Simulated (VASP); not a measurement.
Set up this calculation in VASP 6.6.1, as the native input.

| Item | Value |
| --- | --- |
| Task | single point |
| Functional | PBE |
| Potentials or basis | VASP PAW PBE potentials, release 64 (Mo_sv) |
| Cutoff | 520 eV |
| k mesh | 20 × 20 × 20 |
| Occupations | gaussian, width 0.15 eV |
| Spin | no spin polarisation |
| Dipole correction | no |
| Further INCAR settings | ALGO = Normal; EDIFF = 1e-06; NBANDS = 13 |

The structure of Mo lies in POSCAR:

```
Mo
1.0
   -1.5512366443      1.5512366443      1.6382285225
    1.5512366443     -1.5512366443      1.6382285225
    1.5512366443      1.5512366443     -1.6382285225
Mo
1
Direct
    0.0000000000      0.0000000000      0.0000000000
```

This cell differs from its parent crystal: strain +e along x and -e along y +0.0000, strain +e along z and -e/2 along x and y +0.0367.

The input as run:

INCAR

```
SYSTEM = Mo
  PREC = Accurate
  ENCUT = 520
  EDIFF = 1E-6
  ISMEAR = 0
  SIGMA = 0.15
  LREAL = .False.
  LASPH = .True.
  NELM = 60
  ALGO = Normal
  ISIF = 2
  LWAVE = .False.
  LCHARG = .False.
  GGA = PE
  NBANDS = 13
```

KPOINTS

```
Automatic mesh
0
Gamma
  20 20 20
  0 0 0
```

Potentials or basis: VASP PAW PBE potentials, release 64 (Mo_sv).

Command:

```bash
$ cat potpaw_PBE.64/Mo_sv/POTCAR > POTCAR
$ mpirun -np 1 vasp_std > vasp.out
```

It gave:

* Pressure: 1.2 GPa
* Band gap on the k mesh: zero (band 7 reaches 16.26 eV, above the bottom of band 8 at 11.42 eV)

Caveat: the cell differs from its parent crystal (strain +e along x and -e along y +0.0000, strain +e along z and -e/2 along x and y +0.0367).

Run time: 100 s on 1 thread of AMD EPYC 7R43 64-Core Processor (Zen 3), on a shared host, peak memory 0.19 GiB.
